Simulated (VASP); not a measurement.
# Mg3TiN3 (P6_3/mmc) in VASP: single point with PBE

Aim: the single point of Mg3TiN3 with PBE.

Everything below comes from runs of VASP 6.6.1. Logs are shortened: lines on timing, memory, paths and dates and some standing lists are left out, and cuts for length are marked.

## 1. The cell of the first run

It takes space group P6_3/mmc (No. 194, hexagonal). The conventional cell has a = 7.189 Å, b = 7.189 Å, c = 4.312 Å, α = 90.00°, β = 90.00°, γ = 120.00°. Mg (site symmetry mm2) has 4 N at 2.14 to 2.17 Å within 2.8 Å. Within 2.5 Å of Ti (site symmetry -6m2) lie 3 N at 1.89 Å. N (site symmetry mm2) has 1 Ti at 1.89 Å and 4 Mg at 2.14 to 2.17 Å within 2.5 Å.

## 2. Single point, PBE, collinear spin

INCAR reads:

```
SYSTEM = Mg3TiN3
PREC = Accurate ; ENCUT = 520
EDIFF = 1E-6 ; ISMEAR = 0
SIGMA = 0.1 ; LREAL = .False.
LASPH = .True. ; NELM = 150
ALGO = Normal ; ISIF = 2
LWAVE = .False. ; LCHARG = .False.
ISPIN = 2 ; MAGMOM = 0 0 0 0 0 0 0.13 0.13 0 0 0 0 0 0
LORBIT = 11 ; LMAXMIX = 4
GGA = PE ; NBANDS = 50
KPAR = 4
```

KPOINTS reads:

```
regular mesh
0
Gamma
  6 6 8
  0 0 0
```

POSCAR reads:

```
Mg3TiN3
1.0
    7.1887164442      0.0000000000      0.0000000000
   -3.5943582221      6.2256110613      0.0000000000
    0.0000000000      0.0000000000      4.3124877740
Mg Ti N
6 2 6
Direct
    0.1606084674      0.3212169348      0.7500000000
    0.6787830652      0.8393915326      0.7500000000
    0.1606084674      0.8393915326      0.7500000000
    0.8393915326      0.1606084674      0.2500000000
    0.3212169348      0.1606084674      0.2500000000
    0.8393915326      0.6787830652      0.2500000000
    0.6666666667      0.3333333333      0.7500000000
    0.3333333333      0.6666666667      0.2500000000
    0.3625052303      0.1812526151      0.7500000000
    0.8187473849      0.1812526151      0.7500000000
    0.8187473849      0.6374947697      0.7500000000
    0.1812526151      0.3625052303      0.2500000000
    0.6374947697      0.8187473849      0.2500000000
    0.1812526151      0.8187473849      0.2500000000
```

Potentials or basis: VASP PAW PBE potentials, release 64 (Mg, Ti_sv, N).

Started as:

```console
cat potpaw_PBE.64/Mg/POTCAR potpaw_PBE.64/Ti_sv/POTCAR potpaw_PBE.64/N/POTCAR > POTCAR
mpirun -np 4 vasp_std > vasp.out
```

OUTCAR:

```text
SYSTEM = Mg3TiN3
   PREC = Accurate
   ENCUT = 520
   EDIFF = 1E-6
   ISMEAR = 0
   LREAL = .False.
   LASPH = .True.
   NELM = 150
   ISIF = 2
   ISPIN = 2
   LORBIT = 11
   GGA = PE

 ion  position               nearest neighbor table
   1  0.161  0.321  0.750-  10 2.14   9 2.14  12 2.17  12 2.17   5 2.94   5 2.94   4 2.94   4 2.94
                             8 3.05   8 3.05   2 3.46   3 3.46
   2  0.679  0.839  0.750-  10 2.14  11 2.14  13 2.17  13 2.17   6 2.94   6 2.94   4 2.94   4 2.94
                             8 3.05   8 3.05   3 3.46   1 3.46
   3  0.161  0.839  0.750-  11 2.14   9 2.14  14 2.17  14 2.17   6 2.94   6 2.94   5 2.94   5 2.94
                             8 3.05   8 3.05   2 3.46   1 3.46
   4  0.839  0.161  0.250-  12 2.14  13 2.14  10 2.17  10 2.17   1 2.94   1 2.94   2 2.94   2 2.94
                             7 3.05   7 3.05   5 3.46   6 3.46
   5  0.321  0.161  0.250-  14 2.14  12 2.14   9 2.17   9 2.17   1 2.94   1 2.94   3 2.94   3 2.94
                             7 3.05   7 3.05   4 3.46   6 3.46
   6  0.839  0.679  0.250-  14 2.14  13 2.14  11 2.17  11 2.17   2 2.94   2 2.94   3 2.94   3 2.94
                             7 3.05   7 3.05   4 3.46   5 3.46
   7  0.667  0.333  0.750-  10 1.89   9 1.89  11 1.89   4 3.05   4 3.05   5 3.05   5 3.05   6 3.05
                             6 3.05
   8  0.333  0.667  0.250-  14 1.89  13 1.89  12 1.89   3 3.05   3 3.05   2 3.05   2 3.05   1 3.05
                             1 3.05
   9  0.363  0.181  0.750-   7 1.89   3 2.14   1 2.14   5 2.17   5 2.17
  10  0.819  0.181  0.750-   7 1.89   1 2.14   2 2.14   4 2.17   4 2.17
  11  0.819  0.637  0.750-   7 1.89   3 2.14   2 2.14   6 2.17   6 2.17
  12  0.181  0.363  0.250-   8 1.89   4 2.14   5 2.14   1 2.17   1 2.17
  13  0.637  0.819  0.250-   8 1.89   4 2.14   6 2.14   2 2.17   2 2.17
  14  0.181  0.819  0.250-   8 1.89   6 2.14   5 2.14   3 2.17   3 2.17

  LATTYP: Found a hexagonal cell.
 ALAT       =     7.1887164442
 C/A-ratio  =     0.5998967698

  Lattice vectors:

 A1 = (   7.1887164442,   0.0000000000,   0.0000000000)
 A2 = (  -3.5943582221,   6.2256110613,   0.0000000000)
 A3 = (   0.0000000000,   0.0000000000,   4.3124877740)

Analysis of symmetry for initial positions (statically):
=====================================================================
 Subroutine PRICEL returns:
 Original cell was already a primitive cell.

 Routine SETGRP: Setting up the symmetry group for a
 hexagonal supercell.

 Subroutine GETGRP returns: Found 24 space group operations
 (whereof 12 operations were pure point group operations)
 out of a pool of 24 trial point group operations.

The static configuration has the point symmetry D_3d.
 The point group associated with its full space group is D_6h.

Analysis of symmetry for dynamics (positions and initial velocities):
=====================================================================
 Subroutine PRICEL returns:
 Original cell was already a primitive cell.

 Routine SETGRP: Setting up the symmetry group for a
 hexagonal supercell.

 Subroutine GETGRP returns: Found 24 space group operations
 (whereof 12 operations were pure point group operations)
 out of a pool of 24 trial point group operations.

The dynamic configuration has the point symmetry D_3d.
 The point group associated with its full space group is D_6h.

Analysis of structural, dynamic, and magnetic symmetry:
=====================================================================
 Subroutine PRICEL returns:
 Original cell was already a primitive cell.

 Routine SETGRP: Setting up the symmetry group for a
 hexagonal supercell.

 Subroutine GETGRP returns: Found 24 space group operations
 (whereof 12 operations were pure point group operations)
 out of a pool of 24 trial point group operations.

The overall configuration has the point symmetry D_3d.
 The point group associated with its full space group is D_6h.

 Subroutine INISYM returns: Found 24 space group operations
 (whereof 12 operations are pure point group operations),
 and found     1 'primitive' translations

----------------------------------------------------------------------------------------

                                     Primitive cell

  volume of cell :     193.0017

  direct lattice vectors                    reciprocal lattice vectors
[... 111 lines left out ...]
   EDIFF  = 0.1E-05   stopping-criterion for ELM
   LREAL  =      F    real-space projection
[... 7 lines left out ...]
   TEBEG  =    0.0;   TEEND  =   0.0 temperature during run
   PSTRESS=    0.0 pullay stress
   NELECT =      66.0000    total number of electrons
   NUPDOWN=      -1.0000    fix difference up-down
   EMIN   =  10.00;   EMAX   =-10.00  energy-range for DOS
   EFERMI =   0.00;   METHOD = LEGACY
   ISMEAR =     0;   SIGMA  =   0.10  broadening in eV -4-tet -1-fermi 0-gaus
   EFERMI_NEDOS =   21; number of points for ismear=-14 and -15
   IALGO  =     38    algorithm
   IMIX   =      4    mixing-type and parameters
     AMIX     =   0.40;   BMIX     =  1.00
     AMIX_MAG =   1.60;   BMIX_MAG =  1.00
  volume/ion in A,a.u.               =      13.79        93.03
  Fermi-wavevector in a.u.,A,eV,Ry     =   1.144816  2.163389 17.831849  1.310604
  Thomas-Fermi vector in A             =   2.281507
   LORBIT       =     11    0 simple, 1 ext, 2 COOP (PROOUT), +10 PAW based schemes
   GGA     = PE    functional components
   LHFCALC =     F    Hartree Fock is set to
   AEXX    =    0.0000 exact exchange contribution
   IVDW    =     0    specifies the selected vdW correction
   LEPSILON=     F    determine dielectric tensor
   LRPA    =     F    only Hartree local field effects (RPA)
 spin polarized calculation
 Gauss-broadening in eV      SIGMA  =   0.10
  energy-cutoff  :      520.00
  volume of cell :      193.00
 maximum number of plane-waves:      5248
 NGX is ok and might be reduce to    54
   NGX = 27   NGY = 27   NGZ = 17

 number of electron      65.9999994 magnetization       0.0185058

 Free energy of the ion-electron system (eV)
  ---------------------------------------------------
  ext. energy  EPLUGINS =         0.00000000
  ---------------------------------------------------
  free energy    TOTEN  =       -86.79599064 eV

  energy without entropy =      -86.77769972  energy(sigma->0) =      -86.78684518

 E-fermi :   3.5481     XC(G=0):  -9.8264

 val. band max:        3.5192938897   @ k =   0.5000   0.0000   0.2500
 cond. band min:       3.5583965996   @ k =   0.3333   0.3333   0.2500
 fundamental gap:      0.0391027099
 Fermi energy:         3.5481270213

 spin component 1

 k-point     1 :       0.0000    0.0000    0.0000
  band No.  band energies     occupation
      1     -52.6346      1.00000
      2     -52.6344      1.00000
      3     -29.0688      1.00000
      4     -29.0681      1.00000
      5     -28.8990      1.00000
      6     -28.8990      1.00000
[... 1141 lines left out ...]
     44       8.2875      0.00000
     45       8.4644      0.00000

 [... further k-points ...]

 spin component 2

 k-point     1 :       0.0000    0.0000    0.0000
  band No.  band energies     occupation
      1     -52.6315      1.00000
      2     -52.6314      1.00000
      3     -29.0640      1.00000
      4     -29.0633      1.00000
      5     -28.8968      1.00000
      6     -28.8968      1.00000
[... 1141 lines left out ...]
     44       8.2891      0.00000
     45       8.4664      0.00000

 [... further k-points ...]

 [bands above 45 left out]

------------------------ aborting loop because EDIFF is reached ----------------------------------------

  FORCE on cell =-STRESS in cart. coord.  units (eV):
  Direction    XX          YY          ZZ          XY          YZ          ZX
  --------------------------------------------------------------------------------------
  -------------------------------------------------------------------------------------
  Total       -0.0406107     -0.0406107     -0.5144150      0.0000000      0.0000000     -0.0000000
  in kB       -0.3371241     -0.3371241     -4.2703454      0.0000000      0.0000000     -0.0000000
  external PRESSURE =      -1.6481979 kB  Pullay stress =       0.0000000 kB

 VOLUME and BASIS-vectors are now :
 -----------------------------------------------------------------------------
  energy-cutoff  :      520.00
  volume of cell :      193.00
      direct lattice vectors                 reciprocal lattice vectors
     7.188716444  0.000000000  0.000000000     0.139106892  0.080313401  0.000000000
    -3.594358222  6.225611061  0.000000000     0.000000000  0.160626803  0.000000000
     0.000000000  0.000000000  4.312487774     0.000000000  0.000000000  0.231884715

 POSITION                                       TOTAL-FORCE (eV/Angst)
 -----------------------------------------------------------------------------------
      0.00000      1.99977      3.23437         0.000000     -0.010020      0.000000
      1.86251      5.22573      3.23437         0.008677      0.005010      0.000000
     -1.86251      5.22573      3.23437        -0.008677      0.005010     -0.000000
      5.45686      0.99989      1.07812         0.008677     -0.005010      0.000000
      1.73185      0.99989      1.07812        -0.008677     -0.005010      0.000000
      3.59436      4.22584      1.07812         0.000000      0.010020     -0.000000
      3.59436      2.07520      3.23437         0.000000      0.000000      0.000000
     -0.00000      4.15041      1.07812         0.000000     -0.000000      0.000000
      1.95446      1.12841      3.23437        -0.046556     -0.026879      0.000000
      5.23426      1.12841      3.23437         0.046556     -0.026879      0.000000
      3.59436      3.96879      3.23437         0.000000      0.053758     -0.000000
     -0.00000      2.25682      1.07812         0.000000     -0.053758      0.000000
      1.63990      5.09720      1.07812         0.046556      0.026879     -0.000000
     -1.63990      5.09720      1.07812        -0.046556      0.026879     -0.000000
 -----------------------------------------------------------------------------------
    total drift:                               -0.000000      0.000000     -0.000000

  FREE ENERGIE OF THE ION-ELECTRON SYSTEM (eV)
  ---------------------------------------------------
  free  energy   TOTEN  =       -86.7959906427 eV

  energy  without entropy=      -86.7776997213  energy(sigma->0) =      -86.78684518

 total charge

# of ion       s       p       d       tot
------------------------------------------
    1        0.169   0.168   0.055   0.391
    2        0.169   0.168   0.055   0.391
    3        0.169   0.168   0.055   0.391
    4        0.169   0.168   0.055   0.391
    5        0.169   0.168   0.055   0.391
    6        0.169   0.168   0.055   0.391
    7        2.243   6.244   1.993  10.480
    8        2.243   6.244   1.993  10.480
    9        1.253   2.467   0.000   3.720
   10        1.253   2.467   0.000   3.720
   11        1.253   2.467   0.000   3.720
   12        1.253   2.467   0.000   3.720
   13        1.253   2.467   0.000   3.720
   14        1.253   2.467   0.000   3.720
--------------------------------------------------
tot         13.015  28.299   4.315  45.629

 magnetization (x)

# of ion       s       p       d       tot
------------------------------------------
    1        0.000   0.000   0.000   0.000
    2        0.000   0.000   0.000   0.000
    3        0.000   0.000   0.000   0.000
    4        0.000   0.000   0.000   0.000
    5        0.000   0.000   0.000   0.000
    6        0.000   0.000   0.000   0.000
    7        0.000   0.000   0.003   0.003
    8        0.000   0.000   0.003   0.003
    9        0.000   0.000   0.000   0.000
   10        0.000   0.000   0.000   0.000
   11        0.000   0.000   0.000   0.000
   12        0.000   0.000   0.000   0.000
   13        0.000   0.000   0.000   0.000
   14        0.000   0.000   0.000   0.000
--------------------------------------------------
tot          0.000   0.001   0.006   0.008
```

It took 3 min on 4 MPI ranks of AMD EPYC 7R13 (Zen 3), shared host; peak memory 0.66 GiB.

Results:

```yaml
Free_energy: -86.7960 eV
Pressure: -0.2 GPa
Largest_force: 0.054 eV/Å
Band_gap_on_the_k_mesh: zero (filled and empty bands overlap)
Net_moment: 0.02 μB per cell
Valence_electrons_inside_the_program's_atomic_spheres: Mg 0.39; Ti 10.48; N 3.72
```

Forces in eV/Å, atoms in the order of the input:
```
Mg   0.000 -0.010  0.000
Mg   0.009  0.005  0.000
Mg  -0.009  0.005  0.000
Mg   0.009 -0.005  0.000
Mg  -0.009 -0.005  0.000
Mg   0.000  0.010  0.000
Ti   0.000  0.000  0.000
Ti   0.000  0.000  0.000
N   -0.047 -0.027  0.000
N    0.047 -0.027  0.000
N    0.000  0.054  0.000
N    0.000 -0.054  0.000
N    0.047  0.027  0.000
N   -0.047  0.027  0.000
```

Stress tensor (GPa, compression positive):
```
-0.03  0.00  0.00
 0.00 -0.03  0.00
 0.00  0.00 -0.43
```

Levels at points of the mesh, in eV from the Fermi level:
Spin up:
```
           k point  band 29  band 30  band 31  band 32  band 33  band 34  band 35  band 36  band 37  band 38
(0.00, 0.00, 0.00)    -1.50    -1.48    -1.48    -1.00    -0.99     0.03     2.65     2.65     2.79     3.12
(0.50, 0.00, 0.00)    -1.57    -1.47    -0.83    -0.78    -0.51    -0.49     2.34     2.60     2.77     3.06
(0.00, 0.00, 0.50)    -1.03    -1.03    -1.03    -1.03     1.66     1.66     1.99     1.99     2.42     2.42
(0.50, 0.00, 0.50)    -1.32    -1.32    -0.79    -0.79     1.76     1.76     1.89     1.89     2.53     2.53
```
Spin down:
```tsv
k point	band 31	band 32	band 33	band 34	band 35	band 36
(0.00, 0.00, 0.00)	-1.48	-0.99	-0.99	0.04	2.65	2.65
(0.50, 0.00, 0.00)	-0.83	-0.77	-0.50	-0.49	2.34	2.61
(0.00, 0.00, 0.50)	-1.02	-1.02	1.67	1.67	2.00	2.00
(0.50, 0.00, 0.50)	-0.79	-0.79	1.77	1.77	1.90	1.90
```

The gap in the log of VASP goes by the Fermi energy; the results here count the filled bands.